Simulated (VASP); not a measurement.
# TiB2 (P6/mmm) in VASP: notebook

TiB2 is run at these levels: PBE; tasks: single point.

All numbers are computed with VASP 6.6.1; they aren't measurements. Logs are shortened: lines on timing, memory, paths and dates and some standing lists are left out, and cuts for length are marked.

## (1) The cell of the first run

The structure is hexagonal, space group P6/mmm (No. 191). The conventional cell has a = 2.972 Å, b = 2.972 Å, c = 3.254 Å, α = 90.00°, β = 90.00°, γ = 120.00°. Within 3.1 Å of Ti (site symmetry 6/mmm) lie 12 B at 2.36 Å and 6 Ti at 2.97 Å. B (site symmetry -6m2) has 3 B at 1.72 Å and 6 Ti at 2.36 Å within 2.4 Å.

## (2) Single point, PBE (biaxial strain in the a-b plane: -2.0 %, then relaxed in part)

INCAR reads:

```
SYSTEM = TiB2
PREC = Accurate
ENCUT = 520
EDIFF = 1E-6
ISMEAR = 0
SIGMA = 0.1
LREAL = .False.
LASPH = .True.
NELM = 100
ALGO = Normal
ISIF = 2
LWAVE = .False.
LCHARG = .True.
GGA = PE
LELF = .True.
LVHAR = .True.
NBANDS = 16
```

KPOINTS reads:

```
regular mesh
0
Gamma
  15 15 14
  0 0 0
```

POSCAR reads:

```
TiB2
1.0
    2.9715016067      0.0000000000      0.0000000000
   -1.4857508034      2.5733958788      0.0000000000
    0.0000000000      0.0000000000      3.2535150794
Ti B
1 2
Direct
    0.0000000000      0.0000000000      0.0000000000
    0.3333333333      0.6666666667      0.5000000000
    0.6666666667      0.3333333333      0.5000000000
```

Potentials or basis: VASP PAW PBE potentials, release 64 (Ti_sv, B).

On the command line:

```bash
$ cat potpaw_PBE.64/Ti_sv/POTCAR potpaw_PBE.64/B/POTCAR > POTCAR
$ mpirun -np 1 vasp_std > vasp.out
```

OUTCAR:

```text
SYSTEM = TiB2
   PREC = Accurate
   ENCUT = 520
   EDIFF = 1E-6
   ISMEAR = 0
   LREAL = .False.
   LASPH = .True.
   NELM = 100
   ISIF = 2
   GGA = PE

 ion  position               nearest neighbor table
   1  0.000  0.000  0.000-   2 2.36   3 2.36   2 2.36   3 2.36   3 2.36   3 2.36   2 2.36   2 2.36
                             3 2.36   3 2.36   2 2.36   2 2.36
   2  0.333  0.667  0.500-   3 1.72   3 1.72   3 1.72   1 2.36   1 2.36   1 2.36   1 2.36   1 2.36
                             1 2.36
   3  0.667  0.333  0.500-   2 1.72   2 1.72   2 1.72   1 2.36   1 2.36   1 2.36   1 2.36   1 2.36
                             1 2.36

  LATTYP: Found a hexagonal cell.
 ALAT       =     2.9715016067
 C/A-ratio  =     1.0949060475

  Lattice vectors:

 A1 = (   2.9715016067,   0.0000000000,   0.0000000000)
 A2 = (  -1.4857508034,   2.5733958788,   0.0000000000)
 A3 = (   0.0000000000,   0.0000000000,   3.2535150794)

Analysis of symmetry for initial positions (statically):
=====================================================================
 Subroutine PRICEL returns:
 Original cell was already a primitive cell.

 Routine SETGRP: Setting up the symmetry group for a
 hexagonal supercell.

 Subroutine GETGRP returns: Found 24 space group operations
 (whereof 24 operations were pure point group operations)
 out of a pool of 24 trial point group operations.

The static configuration has the point symmetry D_6h.

Analysis of symmetry for dynamics (positions and initial velocities):
=====================================================================
 Subroutine PRICEL returns:
 Original cell was already a primitive cell.

 Routine SETGRP: Setting up the symmetry group for a
 hexagonal supercell.

 Subroutine GETGRP returns: Found 24 space group operations
 (whereof 24 operations were pure point group operations)
 out of a pool of 24 trial point group operations.

The dynamic configuration has the point symmetry D_6h.

 Subroutine INISYM returns: Found 24 space group operations
 (whereof 24 operations are pure point group operations),
 and found     1 'primitive' translations

----------------------------------------------------------------------------------------

                                     Primitive cell

  volume of cell :      24.8791

  direct lattice vectors                    reciprocal lattice vectors
     2.971501607  0.000000000  0.000000000     0.336530190  0.194295796  0.000000000
    -1.485750803  2.573395879  0.000000000     0.000000000  0.388591591  0.000000000
     0.000000000  0.000000000  3.253515079     0.000000000  0.000000000  0.307359879
[... 90 lines left out ...]
   IBRION =     -1    ionic relax: 0-MD 1-quasi-New 2-CG
   NFREE  =      0    steps in history (QN), initial steepest desc. (CG)
   ISIF   =      2    stress and relaxation
   ISYM   =      2    0-nonsym 1-usesym 2-fastsym
   POTIM  = 0.5000    time-step for ionic-motion
   TEBEG  =    0.0;   TEEND  =   0.0 temperature during run
   PSTRESS=    0.0 pullay stress
   NELECT =      18.0000    total number of electrons
   NUPDOWN=      -1.0000    fix difference up-down
   EMIN   =  10.00;   EMAX   =-10.00  energy-range for DOS
   EFERMI =   0.00;   METHOD = LEGACY
   ISMEAR =     0;   SIGMA  =   0.10  broadening in eV -4-tet -1-fermi 0-gaus
   EFERMI_NEDOS =   21; number of points for ismear=-14 and -15
   IALGO  =     38    algorithm
   IMIX   =      4    mixing-type and parameters
     AMIX     =   0.40;   BMIX     =  1.00
     AMIX_MAG =   1.60;   BMIX_MAG =  1.00
  volume/ion in A,a.u.               =       8.29        55.96
  Fermi-wavevector in a.u.,A,eV,Ry     =   1.469672  2.777278 29.387726  2.159937
  Thomas-Fermi vector in A             =   2.585022
   LORBIT       =      0    0 simple, 1 ext, 2 COOP (PROOUT), +10 PAW based schemes
   GGA     = PE    functional components
   LHFCALC =     F    Hartree Fock is set to
   AEXX    =    0.0000 exact exchange contribution
   IVDW    =     0    specifies the selected vdW correction
   LEPSILON=     F    determine dielectric tensor
   LRPA    =     F    only Hartree local field effects (RPA)
 non-spin polarized calculation
 Gauss-broadening in eV      SIGMA  =   0.10
  energy-cutoff  :      520.00
  volume of cell :       24.88
 maximum number of plane-waves:       690
 NGX is ok and might be reduce to    24
   NGX = 11   NGY = 11   NGZ = 13

 number of electron      18.0000003 magnetization

 Free energy of the ion-electron system (eV)
  ---------------------------------------------------
  ext. energy  EPLUGINS =         0.00000000
  ---------------------------------------------------
  free energy    TOTEN  =       -24.38385654 eV

  energy without entropy =      -24.38210732  energy(sigma->0) =      -24.38298193

 E-fermi :  10.3676     XC(G=0): -12.9110

 val. band max:       10.3496669738   @ k =   0.2000   0.2000   0.0714
 cond. band min:      10.3703194769   @ k =   0.2000   0.2000   0.1429
 fundamental gap:      0.0206525031
 Fermi energy:        10.3675544976

 k-point     1 :       0.0000    0.0000    0.0000
  band No.  band energies     occupation
      1     -46.5878      2.00000
      2     -22.9697      2.00000
      3     -22.5820      2.00000
      4     -22.5820      2.00000
      5      -3.3814      2.00000
      6       7.6870      2.00000
[... 433 lines left out ...]
      3     -22.8780      2.00000
      4     -22.7985      2.00000
      5       1.4099      2.00000
      6       1.4221      2.00000
[... 8 lines left out ...]
     15      19.2336      0.00000
     16      20.7815      0.00000

 [... further k-points ...]

------------------------ aborting loop because EDIFF is reached ----------------------------------------

  FORCE on cell =-STRESS in cart. coord.  units (eV):
  Direction    XX          YY          ZZ          XY          YZ          ZX
  --------------------------------------------------------------------------------------
  -------------------------------------------------------------------------------------
  Total        2.2918321      2.2918321      0.0368728     -0.0000000      0.0000000     -0.0000000
  in kB      147.5903600    147.5903600      2.3745517     -0.0000000      0.0000000     -0.0000000
  external PRESSURE =      99.1850906 kB  Pullay stress =       0.0000000 kB

 VOLUME and BASIS-vectors are now :
 -----------------------------------------------------------------------------
  energy-cutoff  :      520.00
  volume of cell :       24.88
      direct lattice vectors                 reciprocal lattice vectors
     2.971501607  0.000000000  0.000000000     0.336530190  0.194295796  0.000000000
    -1.485750803  2.573395879  0.000000000     0.000000000  0.388591591  0.000000000
     0.000000000  0.000000000  3.253515079     0.000000000  0.000000000  0.307359879

 POSITION                                       TOTAL-FORCE (eV/Angst)
 -----------------------------------------------------------------------------------
      0.00000      0.00000      0.00000        -0.000000      0.000000      0.000000
     -0.00000      1.71560      1.62676        -0.000000      0.000000      0.000000
      1.48575      0.85780      1.62676         0.000000     -0.000000      0.000000
 -----------------------------------------------------------------------------------
    total drift:                               -0.000000      0.000000      0.000000

  FREE ENERGIE OF THE ION-ELECTRON SYSTEM (eV)
  ---------------------------------------------------
  free  energy   TOTEN  =       -24.3838565444 eV

  energy  without entropy=      -24.3821073184  energy(sigma->0) =      -24.38298193
```

OSZICAR:

```text
N       E                     dE             d eps       ncg     rms          rms(c)
DAV:   1     0.121321169709E+03    0.12132E+03   -0.90508E+03  6912   0.130E+03
DAV:   2    -0.227495328753E+02   -0.14407E+03   -0.13869E+03  7488   0.343E+02
DAV:   3    -0.296194301991E+02   -0.68699E+01   -0.67823E+01  9960   0.731E+01
DAV:   4    -0.297739673217E+02   -0.15454E+00   -0.15445E+00  8384   0.979E+00
DAV:   5    -0.297784204879E+02   -0.44532E-02   -0.44528E-02  9832   0.138E+00    0.172E+01
DAV:   6    -0.243883406959E+02    0.53901E+01   -0.21034E+01 10000   0.495E+01    0.395E+00
DAV:   7    -0.243812428693E+02    0.70978E-02   -0.10706E+00  7424   0.117E+01    0.353E+00
DAV:   8    -0.243847710509E+02   -0.35282E-02   -0.79633E-02 11088   0.237E+00    0.827E-01
DAV:   9    -0.243843185680E+02    0.45248E-03   -0.32117E-02  8600   0.231E+00    0.266E-01
DAV:  10    -0.243838500487E+02    0.46852E-03   -0.27209E-03  9200   0.636E-01    0.675E-02
DAV:  11    -0.243838639026E+02   -0.13854E-04   -0.38482E-04 10072   0.212E-01    0.548E-02
DAV:  12    -0.243838570564E+02    0.68462E-05   -0.54049E-05  8784   0.926E-02    0.752E-03
DAV:  13    -0.243838565444E+02    0.51200E-06   -0.27394E-06  8200   0.172E-02
   1 F= -.24383857E+02 E0= -.24382982E+02  d E =-.174923E-02
```

stdout:

```text
POSCAR found type information on POSCAR TiB
 POSCAR found :  2 types and       3 ions
 scaLAPACK will be used
 LDA part: xc-table for (Slater+PW92), standard interpolation
 POSCAR, INCAR and KPOINTS ok, starting setup
 FFT: planning ... GRIDC
 FFT: planning ... GRID_SOFT
 FFT: planning ... GRID
 WAVECAR not read
 entering main loop
```

It took 70 s on 1 thread of Intel Xeon 8259CL, shared host; peak memory 0.2 GiB.

What came out:

| Item | Value |
| --- | --- |
| Free energy | -24.3839 eV |
| Pressure | 9.9 GPa |
| Band gap on the k mesh | zero (bands 9 and 10 overlap by 0.66 eV) |

Caveat: the cell differs from its parent crystal (biaxial strain in the a-b plane: -2.0 %, then relaxed in part); the cell stands under pressure.

[end of part 1 of 2]
